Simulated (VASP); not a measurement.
BaTiO3: single point with PBE

Crystal: BaTiO3.

```xyz
5
Lattice="4.0032 0.0000 0.0000 0.0000 4.0032 0.0000 0.0000 0.0000 4.0032" Properties=species:S:1:pos:R:3 pbc="T T T"
Ba    2.0016    2.0016    2.0016
Ti    0.0000    0.0000    0.0000
O     2.0016    0.0000    0.0000
O     0.0000    2.0016    0.0000
O     0.0000    0.0000    2.0016
```

```
Program                : VASP 6.6.1
Task                   : single point
Functional             : PBE
Potentials or basis    : VASP PAW PBE potentials, release 64 (Ba_sv, Ti_sv, O)
Cutoff                 : 520 eV
k mesh                 : 6 × 6 × 6
Occupations            : fermi-dirac, width 0.01 eV
Spin                   : no spin polarisation
Dipole correction      : no
Further INCAR settings : ALGO = Normal; EDIFF = 1e-06; NBANDS = 28
```

```yaml
Pressure: 3.8 GPa
Band_gap_on_the_k_mesh: 1.74 eV (least direct gap 1.89 eV)
```

Levels at points of the mesh, in eV from the valence-band top:
```csv
k point,band 18,band 19,band 20,band 21,band 22,band 23
"(0.00, 0.00, 0.00)",-0.15,-0.15,-0.15,1.74,1.74,1.74
"(0.50, 0.00, 0.00)",-1.83,-0.71,-0.71,1.90,3.48,3.48
"(0.50, 0.50, 0.00)",-0.87,-0.87,-0.09,3.49,3.49,3.90
"(0.50, 0.50, 0.50)",0.00,0.00,0.00,4.16,4.16,4.16
```

It took 66 s on 1 thread of Intel Xeon 8259CL, on a shared host, peak memory 0.19 GiB.

Caveat: the cell stands under pressure; spin-orbit coupling is left out, which moves the levels of the heavy elements. A k mesh can miss the band edges.
